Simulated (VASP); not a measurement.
Write the native input for VASP 6.6.1 that does the following.

| Quantity | Value |
| --- | --- |
| Task | single point |
| Functional | PBE |
| Potentials or basis | VASP PAW PBE potentials, release 64 (Si) |
| Cutoff | 500 eV |
| k mesh | 1 × 1 × 1 |
| Occupations | gaussian, width 0.01 eV |
| Spin | no spin polarisation |
| Dipole correction | no |
| Further INCAR settings | ALGO = Normal; EDIFF = 1e-06; NBANDS = 26 |

The structure of Si lies in POSCAR:

```
Si
1.0
    5.4300000000      0.0000000000      0.0000000000
    0.0000000000      5.4300000000      0.0000000000
    0.0000000000      0.0000000000      5.4300000000
Si
8
Direct
    0.0000000000      0.0000000000      0.0000000000
    0.0000000000      0.5000000000      0.5000000000
    0.5000000000      0.0000000000      0.5000000000
    0.5000000000      0.5000000000      0.0000000000
    0.2500000000      0.2500000000      0.2500000000
    0.2500000000      0.7500000000      0.7500000000
    0.7500000000      0.2500000000      0.7500000000
    0.7500000000      0.7500000000      0.2500000000
```

One way to write it, as run:

INCAR

```
  ALGO = Normal
  EDIFF = 1E-6
  ENCUT = 500
  GGA = PE
  GGA_COMPAT = F
  ISIF = 2
  ISMEAR = 0
  LASPH = T
  LCHARG = F
  LREAL = F
  LWAVE = F
  NBANDS = 26
  NELM = 120
  PREC = Accurate
  SIGMA = 0.01
```

KPOINTS

```
k-points
0
Gamma
  1 1 1
```

Potentials or basis: VASP PAW PBE potentials, release 64 (Si).

The run is started by

```sh
$ cat potpaw_PBE.64/Si/POTCAR > POTCAR
$ mpirun -np 1 vasp_gam > vasp.out
```

Results of the run:

```
Pressure               : 11.0 GPa
Band gap on the k mesh : 0.60 eV
```

Caveat: the k points lie up to 1.16 Å⁻¹ apart.

It took 15 s on 1 thread of Intel(R) Xeon(R) Platinum 8259CL CPU @ 2.50GHz (Skylake/Cascade Lake), on a shared host, peak memory 0.21 GiB.
